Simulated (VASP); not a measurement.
Write the native input for VASP 6.6.1 that does the following.

```yaml
Task: single point
Functional: PBE
Potentials_or_basis: VASP PAW PBE potentials, release 64 (Ga_d, Sb)
Cutoff: 520 eV
k_mesh: 16 × 16 × 16
Occupations: gaussian, width 0.15 eV
Spin: no spin polarisation
Dipole_correction: no
Further_INCAR_settings: ALGO = Normal; EDIFF = 1e-06; NBANDS = 16
```

The structure of GaSb lies in POSCAR:

```
GaSb
1.0
   -2.6274500000      2.6274500000      1.5547500000
    2.6274500000     -2.6274500000      1.5547500000
    2.6274500000      2.6274500000     -1.5547500000
Ga Sb
1 1
Direct
    0.2500000000      0.7500000000      0.5000000000
    0.0000000000      0.0000000000      0.0000000000
```

One way to write it, as run:

INCAR

```
SYSTEM = GaSb
PREC = Accurate
ENCUT = 520
EDIFF = 1E-6
ISMEAR = 0
SIGMA = 0.15
LREAL = .FALSE.
LASPH = .TRUE.
NELM = 60
ALGO = Normal
ISIF = 2
LWAVE = .FALSE.
LCHARG = .FALSE.
GGA = PE
NBANDS = 16
```

KPOINTS

```
Automatic mesh
0
G
  16 16 16
  0 0 0
```

Potentials or basis: VASP PAW PBE potentials, release 64 (Ga_d, Sb).

Launch:

```sh
$ cat potpaw_PBE.64/Ga_d/POTCAR potpaw_PBE.64/Sb/POTCAR > POTCAR
$ mpirun -np 1 vasp_std > vasp.out
```

Results of the run:

```json
{
  "Pressure": "8.5 GPa",
  "Band gap on the k mesh": "zero (bands 9 and 10 overlap by 5.63 eV)"
}
```

Caveat: the cell stands under pressure; spin-orbit coupling is left out, which moves the levels of the heavy elements.

Wall time 4.6 min on 1 thread of Intel Xeon 8259CL (shared host), peak memory 0.37 GiB.
